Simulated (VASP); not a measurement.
# WC (Imm2) in VASP: a series of runs, part 2 of 2

VASP 6.6.1. Earlier steps stand in the parts before.

### 5 Single point, PBEsol

INCAR

```
SYSTEM = WC
PREC = Accurate
ENCUT = 520
EDIFF = 1E-7
ISMEAR = 0
SIGMA = 0.15
LREAL = .FALSE.
LASPH = .TRUE.
NELM = 60
ALGO = Normal
ISIF = 2
LWAVE = .FALSE.
LCHARG = .TRUE.
GGA = PS
LELF = .TRUE.
LVHAR = .TRUE.
NBANDS = 16
```

KPOINTS

```
regular mesh
0
G
  18 18 18
  0 0 0
```

POSCAR

```
WC
1.0
    0.0000000000      2.1926840000      2.1926840000
    2.1926840000      0.0000000000      2.1926840000
    2.1926840000      2.1926840000      0.0000000000
W C
1 1
Direct
   -0.0241863436      0.0000000000      0.0000000000
    0.5000000000      0.5000000000      0.5000000000
```

Potentials or basis: VASP PAW PBE potentials, release 64 (W_sv, C).

On the command line:

```
$ cat potpaw_PBE.64/W_sv/POTCAR potpaw_PBE.64/C/POTCAR > POTCAR
$ mpirun -np 1 vasp_std > vasp.out
```

OUTCAR:

```text
SYSTEM = WC
   PREC = Accurate
   ENCUT = 520
   EDIFF = 1E-7
   ISMEAR = 0
   LREAL = .FALSE.
   LASPH = .TRUE.
   NELM = 60
   ISIF = 2
   GGA = PS

 ion  position               nearest neighbor table
   1  0.976  0.000  0.000-   2 2.14   2 2.14   2 2.19   2 2.19   2 2.25   2 2.25
   2  0.500  0.500  0.500-   1 2.14   1 2.14   1 2.19   1 2.19   1 2.25   1 2.25

  LATTYP: Found a face centered cubic cell.
 ALAT       =     4.3853680000

  Lattice vectors:

 A1 = (   0.0000000000,   2.1926840000,   2.1926840000)
 A2 = (   2.1926840000,   0.0000000000,   2.1926840000)
 A3 = (   2.1926840000,   2.1926840000,   0.0000000000)

Analysis of symmetry for initial positions (statically):
=====================================================================
 Subroutine PRICEL returns:
 Original cell was already a primitive cell.

 Routine SETGRP: Setting up the symmetry group for a
 face centered cubic supercell.

 Subroutine GETGRP returns: Found  4 space group operations
 (whereof  4 operations were pure point group operations)
 out of a pool of 48 trial point group operations.

The static configuration has the point symmetry C_2v.

[... 155 lines left out ...]
  ---------------------------------------------------
  free energy    TOTEN  =       -22.97274429 eV

  energy without entropy =      -22.96411075  energy(sigma->0) =      -22.96842752

 E-fermi :  12.2198     XC(G=0): -13.8397

 val. band max:       12.2194031744   @ k =   0.0000   0.2222   0.0556
 cond. band min:      12.2246510101   @ k =  -0.2778   0.2778   0.0000
 fundamental gap:      0.0052478356
 Fermi energy:        12.2197695787

 k-point     1 :       0.0000    0.0000    0.0000
  band No.  band energies     occupation
      1     -63.1179      2.00000
      2     -27.1180      2.00000
      3     -27.1165      2.00000
      4     -27.1148      2.00000
      5      -3.5245      2.00000
      6       9.3350      2.00000
[... 433 lines left out ...]
      3     -27.1305      2.00000
      4     -27.1253      2.00000
      5      -3.2097      2.00000
      6       8.3525      2.00000
[... 8 lines left out ...]
     15      22.5976      0.00000
     16      32.7220      0.00000

 [... further k-points ...]
[... 5 lines left out ...]
  --------------------------------------------------------------------------------------
  -------------------------------------------------------------------------------------
  Total       -1.2181888     -1.0188306     -1.0188306      0.0000000     -0.0064305      0.0000000
  in kB      -92.5693158    -77.4202244    -77.4202244      0.0000000     -0.4886527      0.0000000
  external PRESSURE =     -82.4699216 kB  Pullay stress =       0.0000000 kB

 VOLUME and BASIS-vectors are now :
 -----------------------------------------------------------------------------
  energy-cutoff  :      520.00
  volume of cell :       21.08
      direct lattice vectors                 reciprocal lattice vectors
     0.000000000  2.192684000  2.192684000    -0.228031034  0.228031034  0.228031034
     2.192684000  0.000000000  2.192684000     0.228031034 -0.228031034  0.228031034
     2.192684000  2.192684000  0.000000000     0.228031034  0.228031034 -0.228031034

 POSITION                                       TOTAL-FORCE (eV/Angst)
 -----------------------------------------------------------------------------------
      0.00000      2.13965      2.13965         0.000000      0.345627      0.345627
      2.19268      2.19268      2.19268         0.000000     -0.345627     -0.345627
 -----------------------------------------------------------------------------------
    total drift:                               -0.000000      0.000003      0.000003

  FREE ENERGIE OF THE ION-ELECTRON SYSTEM (eV)
  ---------------------------------------------------
  free  energy   TOTEN  =       -22.9727442890 eV

  energy  without entropy=      -22.9641107520  energy(sigma->0) =      -22.96842752
```

It took 2.4 min on 1 thread of Intel Xeon 6975P-C, shared host; peak memory 0.39 GiB.

What came out:

```
Free energy            : -22.9727 eV
Pressure               : -8.2 GPa
Largest force          : 0.489 eV/Å
Band gap on the k mesh : zero (band 9 reaches 13.29 eV, above the bottom of band 10 at 10.15 eV)
```

Forces in eV/Å, atoms in the order of the input:
```
W    0.000  0.346  0.346
C    0.000 -0.346 -0.346
```

Caveat: the cell differs from its parent crystal (all W atoms moved +0.075 Å, as atom 1 towards its neighbour atom 1 (W) at 3.101 Å); the PAW data sets were made with another functional, which shifts forces and pressure a little; spin-orbit coupling is left out, which moves the levels of the heavy elements.

### 6 Single point, PBEsol

INCAR

```
PREC = Accurate
ENCUT = 520
EDIFF = 1E-7
ISMEAR = 0
SIGMA = 0.15
LREAL = False
LASPH = True
NELM = 60
ALGO = Normal
ISIF = 2
LWAVE = False
LCHARG = False
GGA = PS
NBANDS = 16
```

KPOINTS

```
Automatic mesh
0
Gamma
  18 18 18
```

Edit POSCAR of step 5 so:

```diff
@@ -8,3 +8,3 @@
 Direct
-   -0.0241863436      0.0000000000      0.0000000000
+   -0.0080621145      0.0000000000      0.0000000000
     0.5000000000      0.5000000000      0.5000000000
```

Potentials or basis: VASP PAW PBE potentials, release 64 (W_sv, C).

On the command line:

```
$ cat potpaw_PBE.64/W_sv/POTCAR potpaw_PBE.64/C/POTCAR > POTCAR
$ mpirun -np 1 vasp_std > vasp.out
```

It took 2.3 min on 1 thread of Intel Xeon 6975P-C, shared host; peak memory 0.39 GiB.

It converged, with:

```
Free energy            : -22.9884 eV
Pressure               : -9.0 GPa
Largest force          : 0.151 eV/Å
Band gap on the k mesh : zero (band 9 reaches 13.30 eV, above the bottom of band 10 at 10.14 eV)
```

Forces on the atoms (eV/Å):
```
W    0.000  0.106  0.106
C    0.000 -0.106 -0.106
```

Stress tensor (GPa, compression positive):
```
-9.15  0.00  0.00
 0.00 -8.98  0.00
 0.00  0.00 -8.98
```

Levels at points of the mesh, in eV from the Fermi level:
```csv
k point,band 6,band 7,band 8,band 9,band 10,band 11,band 12,band 13
"(0.00, 0.00, 0.00)",-2.76,-2.76,-2.74,-1.21,-1.10,-0.99,-0.84,-0.76
"(0.50, 0.00, 0.00)",-9.79,-6.56,-6.56,1.06,1.06,2.35,4.92,8.83
"(0.00, 0.50, 0.00)",-9.79,-6.56,-6.55,1.06,1.06,2.35,4.91,8.81
"(0.50, 0.50, 0.00)",-5.78,-5.57,-2.46,-2.45,0.87,2.29,2.29,5.42
"(0.00, 0.50, 0.50)",-5.78,-5.57,-2.47,-2.44,0.87,2.29,2.29,5.43
```

Caveat: the cell differs from its parent crystal (all W atoms moved +0.025 Å, as atom 1 towards its neighbour atom 1 (W) at 3.101 Å); the PAW data sets were made with another functional, which shifts forces and pressure a little; spin-orbit coupling is left out, which moves the levels of the heavy elements.
